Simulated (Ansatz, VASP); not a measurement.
# One calculation of I, two programs

```xyz
1
Lattice="2.5383 -3.7066 0.0000 2.5383 3.7066 0.0000 -1.6209 0.0000 2.3811" Properties=species:S:1:pos:R:3 pbc="T T T"
I     1.7279    0.0000    1.1905
```

Alike in both runs: task relaxation of cell and atoms; functional PBE; k mesh 5 × 5 × 8; occupations fermi-dirac, width 0.05 eV; no spin polarisation.

|  | VASP | Ansatz |
| --- | --- | --- |
| version | VASP 6.6.1 | Ansatz 0.2.0 |
| potentials or method | VASP PAW PBE potentials, release 64 (I), cutoff 600 eV | all-electron LAPW, scalar-relativistic |

|  | VASP | Ansatz | Ansatz less VASP |
| --- | --- | --- | --- |
| relaxed volume (Å³/atom) | 52.14 | 52.08 | -0.054 |
| relaxed length of the cell vector where the two differ most in proportion (Å) | 2.951 | 2.953 | +0.0027 |

Ansatz ran all-electron here, and VASP with PAW potentials.

Neither program's run includes spin-orbit coupling. Noted on VASP's run: the volume moved by over 15 % at a fixed basis, so the end points are rough. Noted on Ansatz's run: the k mesh is thin for a metal, which can move the energy by tens of meV per atom; the volume moved by over 15 % at a fixed basis, so the end points are rough.
